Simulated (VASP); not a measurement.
Write the native input for VASP 6.6.1 that does the following.

* Task: single point
* Functional: r2SCAN
* Potentials or basis: VASP PAW PBE potentials, release 64 (Si)
* Cutoff: 520 eV
* k mesh: 16 × 16 × 16
* Occupations: fermi-dirac, width 0.1 eV
* Spin: no spin polarisation
* Dipole correction: no
* Further INCAR settings: ALGO = Normal; EDIFF = 1e-06; NBANDS = 8

Si:

```
Si
1.0
     0.00000    1.94990    1.94990
     1.94990    0.00000    1.94990
     1.94990    1.94990    0.00000
Si
1
Direct
  0.00000 0.00000 0.00000
```

This cell differs from its parent crystal: volume scaled by 1.08.

One way to write it, as run:

POSCAR

```
Si
1.0
    0.0000000000      1.9499049133      1.9499049133
    1.9499049133      0.0000000000      1.9499049133
    1.9499049133      1.9499049133      0.0000000000
Si
1
Direct
    0.0000000000      0.0000000000      0.0000000000
```

INCAR.step1

```
  ALGO = Normal
  EDIFF = 1E-4
  ENCUT = 520
  GGA = PE
  ISMEAR = -1
  LASPH = T
  LCHARG = F
  LREAL = F
  LWAVE = T
  NBANDS = 8
  NELM = 80
  PREC = Accurate
  SIGMA = 0.1
```

INCAR.step2

```
  ALGO = Normal
  EDIFF = 1E-6
  ENCUT = 520
  ISIF = 2
  ISMEAR = -1
  ISTART = 1
  LASPH = T
  LCHARG = T
  LELF = T
  LMIXTAU = T
  LREAL = F
  LVHAR = T
  LWAVE = F
  METAGGA = R2SCAN
  NBANDS = 8
  NELM = 80
  PREC = Accurate
  SIGMA = 0.1
```

KPOINTS

```
k-points
0
Gamma
  16 16 16
```

Potentials or basis: VASP PAW PBE potentials, release 64 (Si).

Command:

```sh
$ cat potpaw_PBE.64/Si/POTCAR > POTCAR
$ cp INCAR.step1 INCAR
$ mpirun -np 1 vasp_std > vasp.out
$ cp INCAR.step2 INCAR
$ mpirun -np 1 vasp_std > vasp.out
```

Results of the run:

```yaml
Pressure: -5.1 GPa
Band_gap_on_the_k_mesh: zero (band 2 reaches 21.55 eV, above the bottom of band 3 at 6.70 eV)
```

Caveat: the PAW data sets were made with another functional, which shifts forces and pressure a little.

Run time: 21 s on 1 thread of Intel(R) Xeon(R) 6975P-C (Granite Rapids), on a shared host, peak memory 0.14 GiB.
